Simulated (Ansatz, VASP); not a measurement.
**One calculation of TiO2, two programs**

```
Ti O
1.0
    -1.89210    1.89210    4.90002
     1.89210   -1.89210    4.90002
     1.89210    1.89210   -4.90002
Ti O
2 4
Cartesian
  0.0000 0.0000 0.0000
  0.0000 1.8921 2.4500
  0.0000 0.0000 2.0102
  0.0000 1.8921 4.4602
  0.0000 1.8921 0.4398
  0.0000 0.0000 7.7898
```

Change from the starting cell: z stretched by +3 %, ions relaxed.

Alike in both runs: functional PBE; k mesh 11 × 11 × 11; occupations fermi-dirac, width 0.02 eV; no spin polarisation.

Ansatz relaxed the structure, and its values are those at the end. VASP's run is a single point on that final structure, the one shown.

```csv
,VASP,Ansatz
version,VASP 6.6.1,Ansatz 0.2.0
potentials or method,"VASP PAW PBE potentials, release 64 (Ti_sv, O)","plane-wave PAW, scalar-relativistic"
plane-wave cutoff (eV),520,420
valence electrons in the cell,48,48
```

|  | VASP | Ansatz | Ansatz less VASP |
| --- | --- | --- | --- |
| gap on the k mesh at the Fermi level (eV) | 2.16 | 2.19 | +0.023 |
| pressure (GPa) | 0.7 | 0.0 | -0.67 |
| rms of the force components (eV/Å) | 0.016 | 0.009 | -0.0072 |

With one functional, cell and mesh, what is left measures potentials, basis and numerics. Ansatz's warnings: stress scf threshold loose.
